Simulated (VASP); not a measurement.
# YSc2Pt2 (I4/mmm) in VASP: a series of runs

YSc2Pt2 is run at these levels: PBE; tasks: single point.

All numbers are computed with VASP 6.6.1; they aren't measurements. Logs are shortened: lines on timing, memory, paths and dates and some standing lists are left out, and cuts for length are marked.

**1. The cell of the first run**

The structure is tetragonal, space group I4/mmm (No. 139). The conventional cell has a = 4.925 Å, b = 4.925 Å, c = 9.656 Å, α = 90.00°, β = 90.00°, γ = 90.00°. Within 4.4 Å of Y (site symmetry 4/mmm) lie 10 Sc at 3.31 to 3.80 Å and 8 Pt at 3.45 Å. Within 3.5 Å of Sc (site symmetry 4mm) lie 4 Pt at 2.62 Å and 1 Sc at 3.04 Å and 1 Y at 3.31 Å. Pt (site symmetry -4m2) has 4 Sc at 2.62 Å and 4 Y at 3.45 Å and 4 Pt at 3.48 Å within 3.5 Å.

**2. Single point, PBE**

File INCAR:

```
SYSTEM = YSc2Pt2
PREC     = Accurate       ! precision mode
ENCUT    = 520            ! plane-wave cutoff, eV
EDIFF    = 1E-6           ! SCF threshold, eV
ISMEAR   = 0              ! smearing method
SIGMA    = 0.1            ! smearing width, eV
LREAL    = .False.        ! projectors in reciprocal space
LASPH    = .True.         ! aspherical terms in the spheres
NELM     = 80             ! most SCF steps
ALGO     = Fast           ! electronic algorithm
ISIF     = 2              ! what is computed and relaxed
LWAVE    = .False.        ! write WAVECAR
LCHARG   = .False.        ! write CHGCAR
GGA      = PE             ! functional
NBANDS   = 34             ! bands
```

File KPOINTS:

```
Automatic mesh
0
Gamma
  6 6 6
  0 0 0
```

File POSCAR:

```
YSc2Pt2
1.0
   -2.4622791865      2.4622791865      4.8279796901
    2.4622791865     -2.4622791865      4.8279796901
    2.4622791865      2.4622791865     -4.8279796901
Y Sc Pt
1 2 2
Direct
    0.0000000000      0.0000000000      0.0000000000
    0.6573917394      0.6573917394      0.0000000000
    0.3426082606      0.3426082606      0.0000000000
    0.2500000000      0.7500000000      0.5000000000
    0.7500000000      0.2500000000      0.5000000000
```

Potentials or basis: VASP PAW PBE potentials, release 64 (Y_sv, Sc_sv, Pt).

On the command line:

```bash
cat potpaw_PBE.64/Y_sv/POTCAR potpaw_PBE.64/Sc_sv/POTCAR potpaw_PBE.64/Pt/POTCAR > POTCAR
mpirun -np 1 vasp_std > vasp.out
```

OUTCAR:

```text
SYSTEM = YSc2Pt2
   PREC = Accurate
   ENCUT = 520
   EDIFF = 1E-6
   ISMEAR = 0
   LREAL = .False.
   LASPH = .True.
   NELM = 80
   ISIF = 2
   GGA = PE

 ion  position               nearest neighbor table
   1  0.000  0.000  0.000-   2 3.31   3 3.31   5 3.45   4 3.45   4 3.45   5 3.45   4 3.45   5 3.45
                             5 3.45   4 3.45   3 3.80   2 3.80   2 3.80   3 3.80   2 3.80   3 3.80
   2  0.657  0.657  0.000-   4 2.62   5 2.62   4 2.62   5 2.62   3 3.04   1 3.31   1 3.80   1 3.80
                             1 3.80   1 3.80
   3  0.343  0.343  0.000-   4 2.62   5 2.62   4 2.62   5 2.62   2 3.04   1 3.31   1 3.80   1 3.80
                             1 3.80   1 3.80
   4  0.250  0.750  0.500-   3 2.62   2 2.62   3 2.62   2 2.62   1 3.45   1 3.45   1 3.45   1 3.45
                             5 3.48   5 3.48   5 3.48   5 3.48
   5  0.750  0.250  0.500-   3 2.62   2 2.62   3 2.62   2 2.62   1 3.45   1 3.45   1 3.45   1 3.45
                             4 3.48   4 3.48   4 3.48   4 3.48

  LATTYP: Found a body centered tetragonal cell.
 ALAT       =     4.9245583730
 C/A-ratio  =     1.9607767131

  Lattice vectors:

 A1 = (  -2.4622791865,   2.4622791865,   4.8279796901)
 A2 = (   2.4622791865,  -2.4622791865,   4.8279796901)
 A3 = (   2.4622791865,   2.4622791865,  -4.8279796901)

Analysis of symmetry for initial positions (statically):
=====================================================================
 Subroutine PRICEL returns:
 Original cell was already a primitive cell.

 Routine SETGRP: Setting up the symmetry group for a
 body centered tetragonal supercell.

 Subroutine GETGRP returns: Found 16 space group operations
 (whereof 16 operations were pure point group operations)
 out of a pool of 16 trial point group operations.

The static configuration has the point symmetry D_4h.

Analysis of symmetry for dynamics (positions and initial velocities):
=====================================================================
 Subroutine PRICEL returns:
 Original cell was already a primitive cell.

 Routine SETGRP: Setting up the symmetry group for a
 body centered tetragonal supercell.

 Subroutine GETGRP returns: Found 16 space group operations
 (whereof 16 operations were pure point group operations)
 out of a pool of 16 trial point group operations.

The dynamic configuration has the point symmetry D_4h.

 Subroutine INISYM returns: Found 16 space group operations
 (whereof 16 operations are pure point group operations),
 and found     1 'primitive' translations

----------------------------------------------------------------------------------------

                                     Primitive cell

  volume of cell :     117.0847

  direct lattice vectors                    reciprocal lattice vectors
    -2.462279186  2.462279186  4.827979690     0.000000000  0.203063894  0.103562987
     2.462279186 -2.462279186  4.827979690     0.203063894  0.000000000  0.103562987
     2.462279186  2.462279186 -4.827979690     0.203063894  0.203063894  0.000000000

  length of vectors
     5.952732605  5.952732605  5.952732605     0.227947883  0.227947883  0.287175713

  position of ions in fractional coordinates (direct lattice)
     0.000000000  0.000000000  0.000000000
     0.657391739  0.657391739  0.000000000
     0.342608261  0.342608261  0.000000000
     0.250000000  0.750000000  0.500000000
     0.750000000  0.250000000  0.500000000

  ion indices of the primitive-cell ions
   primitive index   ion index
                 1           1
                 2           2
                 3           3
                 4           4
                 5           5

----------------------------------------------------------------------------------------

 KPOINTS: Automatic mesh

Automatic generation of k-mesh.
 Grid dimensions read from file:
 generate k-points for:    6    6    6

 Generating k-lattice:

  Cartesian coordinates                     Fractional coordinates (reciprocal lattice)
     0.000000000  0.033843982  0.017260498     0.166666667  0.000000000  0.000000000
     0.033843982  0.000000000  0.017260498     0.000000000  0.166666667  0.000000000
     0.033843982  0.033843982  0.000000000     0.000000000  0.000000000  0.166666667

  Length of vectors
     0.037991314  0.037991314  0.047862619

  Shift w.r.t. Gamma in fractional coordinates (k-lattice)
     0.000000000  0.000000000  0.000000000

 Subroutine IBZKPT returns following result:
 ===========================================

 Found     30 irreducible k-points:

 Following reciprocal coordinates:
            Coordinates               Weight
  0.000000  0.000000  0.000000      1.000000
  0.166667 -0.000000  0.000000      8.000000
  0.333333 -0.000000  0.000000      8.000000
  0.500000  0.000000 -0.000000      4.000000
  0.166667  0.166667  0.000000      8.000000
  0.333333  0.166667  0.000000     16.000000
[... 16 lines left out ...]
 -0.333333 -0.333333  0.166667      8.000000
 -0.166667 -0.333333  0.166667      8.000000
 [... further k-points ...]
   k-points           NKPTS =     30   k-points in BZ     NKDIM =     30   number of bands    NBANDS=     34
   number of dos      NEDOS =    301   number of ions     NIONS =      5
   total plane-waves  NPLWV = 110592
   dimension x,y,z NGX =    48 NGY =   48 NGZ =   48
   dimension x,y,z NGXF=    96 NGYF=   96 NGZF=   96
   ions per type =               1   2   2
   NGX,Y,Z   is equivalent  to a cutoff of  13.41, 13.41, 13.41 a.u.
   NGXF,Y,Z  is equivalent  to a cutoff of  26.81, 26.81, 26.81 a.u.
 SYSTEM =  YSc2Pt2
   PREC   = accura    normal or accurate (medium, high low for compatibility)
   ISTART =      0    job   : 0-new  1-cont  2-samecut
   ICHARG =      2    charge: 1-file 2-atom 10-const
   ISPIN  =      1    spin polarized calculation?
   LNONCOLLINEAR =      F non collinear calculations
   LSORBIT =      F    spin-orbit coupling
   LASPH  =      T    aspherical Exc in radial PAW
   ENCUT  =  520.0 eV  38.22 Ry    6.18 a.u.  11.07 11.07 11.07*2*pi/ulx,y,z
   NELM   =     80;   NELMIN=  2; NELMDL= -5     # of ELM steps
   EDIFF  = 0.1E-05   stopping-criterion for ELM
   LREAL  =      F    real-space projection
   EDIFFG = 0.1E-04   stopping-criterion for IOM
   NSW    =      0    number of steps for IOM
   IBRION =     -1    ionic relax: 0-MD 1-quasi-New 2-CG
   NFREE  =      0    steps in history (QN), initial steepest desc. (CG)
   ISIF   =      2    stress and relaxation
   ISYM   =      2    0-nonsym 1-usesym 2-fastsym
   POTIM  = 0.5000    time-step for ionic-motion
   TEBEG  =    0.0;   TEEND  =   0.0 temperature during run
   PSTRESS=    0.0 pullay stress
   NELECT =      53.0000    total number of electrons
   NUPDOWN=      -1.0000    fix difference up-down
   EMIN   =  10.00;   EMAX   =-10.00  energy-range for DOS
   EFERMI =   0.00;   METHOD = LEGACY
   ISMEAR =     0;   SIGMA  =   0.10  broadening in eV -4-tet -1-fermi 0-gaus
   EFERMI_NEDOS =   21; number of points for ismear=-14 and -15
   IALGO  =     68    algorithm
   IMIX   =      4    mixing-type and parameters
     AMIX     =   0.40;   BMIX     =  1.00
     AMIX_MAG =   1.60;   BMIX_MAG =  1.00
  volume/ion in A,a.u.               =      23.42       158.03
  Fermi-wavevector in a.u.,A,eV,Ry     =   1.256995  2.375376 21.497691  1.580036
  Thomas-Fermi vector in A             =   2.390675
   LORBIT       =      0    0 simple, 1 ext, 2 COOP (PROOUT), +10 PAW based schemes
   GGA     = PE    functional components
   LHFCALC =     F    Hartree Fock is set to
   AEXX    =    0.0000 exact exchange contribution
   IVDW    =     0    specifies the selected vdW correction
   LEPSILON=     F    determine dielectric tensor
   LRPA    =     F    only Hartree local field effects (RPA)
 non-spin polarized calculation
 RMM-DIIS sequential band-by-band and
 Gauss-broadening in eV      SIGMA  =   0.10
  energy-cutoff  :      520.00
  volume of cell :      117.08
 maximum number of plane-waves:      3169
 NGX is ok and might be reduce to    48
   NGX = 23   NGY = 23   NGZ = 23

 number of electron      52.9999999 magnetization

 Free energy of the ion-electron system (eV)
  ---------------------------------------------------
  ext. energy  EPLUGINS =         0.00000000
  ---------------------------------------------------
  free energy    TOTEN  =       -34.44590399 eV

  energy without entropy =      -34.42250532  energy(sigma->0) =      -34.43420466

 E-fermi :   5.3035     XC(G=0): -10.4501

 val. band max:        5.3008348833   @ k =   0.3333  -0.0000   0.0000
 cond. band min:       5.3126071214   @ k =   0.3333   0.3333   0.0000
 fundamental gap:      0.0117722381
 Fermi energy:         5.3034931974

 k-point     1 :       0.0000    0.0000    0.0000
  band No.  band energies     occupation
      1     -44.2530      2.00000
      2     -44.2255      2.00000
      3     -38.3825      2.00000
      4     -23.0805      2.00000
      5     -22.8859      2.00000
      6     -22.8859      2.00000
[... 26 lines left out ...]
     33       6.9549      0.00000
     34       7.5638      0.00000

 k-point     2 :       0.1667   -0.0000    0.0000
  band No.  band energies     occupation
      1     -44.2522      2.00000
      2     -44.2257      2.00000
      3     -38.3824      2.00000
      4     -23.0791      2.00000
      5     -22.8941      2.00000
      6     -22.8899      2.00000
[... 26 lines left out ...]
     33       7.0411      0.00000
     34       7.7230      0.00000

 k-point     3 :       0.3333   -0.0000    0.0000
  band No.  band energies     occupation
      1     -44.2506      2.00000
      2     -44.2260      2.00000
      3     -38.3823      2.00000
      4     -23.0759      2.00000
      5     -22.9078      2.00000
      6     -22.8940      2.00000
[... 26 lines left out ...]
     33       7.2694      0.00000
     34       7.7039      0.00000
[... 704 lines left out ...]
 k-point    23 :      -0.3333   -0.3333    0.1667
  band No.  band energies     occupation
      1     -44.2497      2.00000
      2     -44.2275      2.00000
      3     -38.3824      2.00000
      4     -23.0734      2.00000
      5     -22.9080      2.00000
      6     -22.9020      2.00000
[... 26 lines left out ...]
     33       6.8567      0.00000
     34       7.4317      0.00000

 k-point    24 :      -0.1667   -0.3333    0.1667
  band No.  band energies     occupation
      1     -44.2508      2.00000
      2     -44.2271      2.00000
      3     -38.3824      2.00000
      4     -23.0769      2.00000
      5     -22.9026      2.00000
      6     -22.8980      2.00000
[... 26 lines left out ...]
     33       6.9003      0.00000
     34       7.2774      0.00000

 [... further k-points ...]

------------------------ aborting loop because EDIFF is reached ----------------------------------------

  FORCE on cell =-STRESS in cart. coord.  units (eV):
  Direction    XX          YY          ZZ          XY          YZ          ZX
  --------------------------------------------------------------------------------------
  -------------------------------------------------------------------------------------
  Total        0.5243080      0.5243080      0.2182996      0.0000000      0.0000000      0.0000000
  in kB        7.1745889      7.1745889      2.9871947      0.0000000      0.0000000      0.0000000
  external PRESSURE =       5.7787908 kB  Pullay stress =       0.0000000 kB

 VOLUME and BASIS-vectors are now :
 -----------------------------------------------------------------------------
  energy-cutoff  :      520.00
  volume of cell :      117.08
      direct lattice vectors                 reciprocal lattice vectors
    -2.462279186  2.462279186  4.827979690     0.000000000  0.203063894  0.103562987
     2.462279186 -2.462279186  4.827979690     0.203063894  0.000000000  0.103562987
     2.462279186  2.462279186 -4.827979690     0.203063894  0.203063894  0.000000000

 POSITION                                       TOTAL-FORCE (eV/Angst)
 -----------------------------------------------------------------------------------
      0.00000      0.00000      0.00000        -0.000000     -0.000000     -0.000000
      0.00000      0.00000      6.34775         0.000000      0.000000      0.010946
      0.00000      0.00000      3.30821         0.000000      0.000000     -0.010946
      2.46228      0.00000      2.41399        -0.000000     -0.000000      0.000000
      0.00000      2.46228      2.41399        -0.000000     -0.000000     -0.000000
 -----------------------------------------------------------------------------------
    total drift:                                0.000000     -0.000000      0.000000

  FREE ENERGIE OF THE ION-ELECTRON SYSTEM (eV)
  ---------------------------------------------------
  free  energy   TOTEN  =       -34.4459039929 eV

  energy  without entropy=      -34.4225053214  energy(sigma->0) =      -34.43420466
```

It took 6.6 min on 1 thread of Intel Xeon Platinum 8488C (Sapphire Rapids), shared host; peak memory 0.42 GiB.

Results:

* Free energy: -34.4459 eV
* Pressure: 0.6 GPa
* Largest force: 0.011 eV/Å
* Band gap on the k mesh: zero (an odd number of electrons rules out a gap without spin polarisation)

Forces in eV/Å, atoms in the order of the input:
```
Y    0.000  0.000  0.000
Sc   0.000  0.000  0.011
Sc   0.000  0.000 -0.011
Pt   0.000  0.000  0.000
Pt   0.000  0.000  0.000
```

Caveat: spin-orbit coupling is left out, which moves the levels of the heavy elements.

**3. Single point, PBE**

This run uses another cell than the first one, of 18.76 Å³/atom.

File INCAR:

```
SYSTEM = YSc2Pt2
ALGO = Normal
EDIFF = 1E-7
ENCUT = 520
GGA = PE
ISIF = 2
ISMEAR = 0
LASPH = .TRUE.
LCHARG = .TRUE.
LELF = .TRUE.
LREAL = .FALSE.
LVHAR = .TRUE.
LWAVE = .FALSE.
NBANDS = 34
NELM = 60
PREC = Accurate
SIGMA = 0.1
```

File KPOINTS:

```
k-points
0
G
  6 6 6
  0 0 0
```

File POSCAR:

```
YSc2Pt2
1.0
   -2.0753767871      2.0753767871      5.4452955304
    2.0753767871     -2.0753767871      5.4452955304
    2.0753767871      2.0753767871     -5.4452955304
Y Sc Pt
1 2 2
Direct
    0.0000000000      0.0000000000      0.0000000000
    0.6260000000      0.6260000000      0.0000000000
    0.3740000000      0.3740000000      0.0000000000
    0.2500000000      0.7500000000      0.5000000000
    0.7500000000      0.2500000000      0.5000000000
```

Potentials or basis: VASP PAW PBE potentials, release 64 (Y_sv, Sc_sv, Pt).

On the command line:

```bash
cat potpaw_PBE.64/Y_sv/POTCAR potpaw_PBE.64/Sc_sv/POTCAR potpaw_PBE.64/Pt/POTCAR > POTCAR
mpirun -np 1 vasp_std > vasp.out
```

It took 2.5 min on 1 thread of Intel Xeon Platinum 8488C (Sapphire Rapids), shared host; peak memory 0.4 GiB.

Results (log left out):

```yaml
Free_energy: -32.2950 eV
Pressure: 27.1 GPa
Largest_force: 1.835 eV/Å
Band_gap_on_the_k_mesh: zero (an odd number of electrons rules out a gap without spin polarisation)
```

Forces on the atoms (eV/Å):
```
Y    0.000  0.000  0.000
Sc   0.000  0.000 -1.835
Sc   0.000  0.000  1.835
Pt   0.000  0.000  0.000
Pt   0.000  0.000  0.000
```

Stress tensor (GPa, compression positive):
```
27.79  0.00  0.00
 0.00 27.79  0.00
 0.00  0.00 25.76
```

Levels at points of the mesh, in eV from the Fermi level:
```csv
k point,band 23,band 24,band 25,band 26,band 27,band 28,band 29,band 30
"(0.00, 0.00, 0.00)",-1.21,-1.20,-1.08,-1.03,0.40,0.40,0.86,1.16
"(0.50, 0.00, 0.00)",-3.87,-3.83,-1.70,-0.10,-0.06,0.50,0.77,1.44
"(0.50, 0.50, 0.00)",-2.46,-0.97,-0.01,0.08,0.16,0.17,0.24,0.77
"(0.50, 0.50, 0.50)",-2.73,-1.03,0.04,0.10,0.27,0.27,0.58,1.37
```

Caveat: the cell stands under pressure; spin-orbit coupling is left out, which moves the levels of the heavy elements; forces of over 1 eV/Å act on the atoms, so gaps and moduli don't describe the material at rest.

**4. Single point, PBE**

This run uses another cell than the first one, of 23.52 Å³/atom.

File INCAR:

```
SYSTEM = YSc2Pt2
ALGO = Fast
EDIFF = 1E-7
ENCUT = 520
GGA = PE
ISIF = 2
ISMEAR = 0
LASPH = .TRUE.
LCHARG = .FALSE.
LREAL = .FALSE.
LWAVE = .FALSE.
NBANDS = 34
NELM = 100
PREC = Accurate
SIGMA = 0.1
```

File KPOINTS:

```
k-points
0
G
  12 12 12
  0 0 0
```

File POSCAR:

```
YSc2Pt2
1.0
   -2.4654207156      2.4654207156      4.8368249242
    2.4654207156     -2.4654207156      4.8368249242
    2.4654207156      2.4654207156     -4.8368249242
Y Sc Pt
1 2 2
Direct
    0.0000000000      0.0000000000      0.0000000000
    0.6578387883      0.6578387883      0.0000000000
    0.3421612117      0.3421612117      0.0000000000
    0.2500000000      0.7500000000      0.5000000000
    0.7500000000      0.2500000000      0.5000000000
```

On the command line:

```bash
cat potpaw_PBE.64/Y_sv/POTCAR potpaw_PBE.64/Sc_sv/POTCAR potpaw_PBE.64/Pt/POTCAR > POTCAR
mpirun -np 1 vasp_std > vasp.out
```

Run time: 58 min. Hardware: 1 thread of Intel Xeon Platinum 8488C (Sapphire Rapids), shared host; peak memory 0.86 GiB.

It converged, with:

```
Free energy            : -34.4383 eV
Pressure               : 0.1 GPa
Largest force          : 0.033 eV/Å
Band gap on the k mesh : zero (an odd number of electrons rules out a gap without spin polarisation)
```

Forces on the atoms (eV/Å):
```
Y    0.000  0.000  0.000
Sc   0.000  0.000 -0.033
Sc   0.000  0.000  0.033
Pt   0.000  0.000  0.000
Pt   0.000  0.000  0.000
```

Stress tensor (GPa, compression positive):
```
0.18 0.00 0.00
0.00 0.18 0.00
0.00 0.00 0.00
```

Levels at points of the mesh, in eV from the Fermi level:
| k point | band 22 | band 23 | band 24 | band 25 | band 26 | band 27 | band 28 | band 29 | band 30 | band 31 |
| --- | --- | --- | --- | --- | --- | --- | --- | --- | --- | --- |
| (0.00, 0.00, 0.00) | -2.52 | -1.96 | -1.95 | -0.50 | -0.50 | -0.38 | -0.32 | 0.19 | 0.89 | 0.90 |
| (0.50, 0.00, 0.00) | -3.19 | -3.01 | -2.97 | -0.96 | -0.10 | 0.28 | 0.33 | 0.38 | 1.00 | 1.51 |
| (0.50, 0.50, 0.00) | -2.85 | -2.78 | -1.56 | -1.53 | -1.25 | -0.69 | 0.13 | 0.53 | 1.13 | 1.56 |
| (0.50, 0.50, 0.50) | -2.71 | -2.71 | -2.10 | -1.96 | -0.51 | 0.11 | 0.11 | 0.83 | 1.17 | 1.17 |

Caveat: spin-orbit coupling is left out, which moves the levels of the heavy elements.

**5. Summary**

```csv
cell,k mesh,gap on the mesh (eV),pressure (GPa),largest force (eV/Å)
"a = 5.953 Å, angles 131.1, 131.1, 71.6°, 5 atoms, atomic positions A",6 × 6 × 6,none,0.6,0.01
"a = 6.186 Å, angles 140.8, 140.8, 56.6°, 5 atoms, atomic positions B",6 × 6 × 6,none,27.1,1.83
"a = 5.963 Å, angles 131.2, 131.2, 71.6°, 5 atoms, atomic positions C",12 × 12 × 12,none,0.1,0.03
```

Alike in all rows: task single point; level PBE; potentials or basis VASP PAW PBE potentials, release 64 (Y_sv, Sc_sv, Pt); no spin polarisation; cutoff (eV) 520; smearing gaussian 0.1 eV.

Caveats: spin-orbit coupling is left out, which moves the levels of the heavy elements; the cell stands under pressure (at least some runs); forces of over 1 eV/Å act on the atoms, so gaps and moduli don't describe the material at rest (at least some runs).

Total energies depend on the potentials used, so only differences within one code and one set of settings carry meaning.

The gap in the log of VASP goes by the Fermi energy; the results here count the filled bands.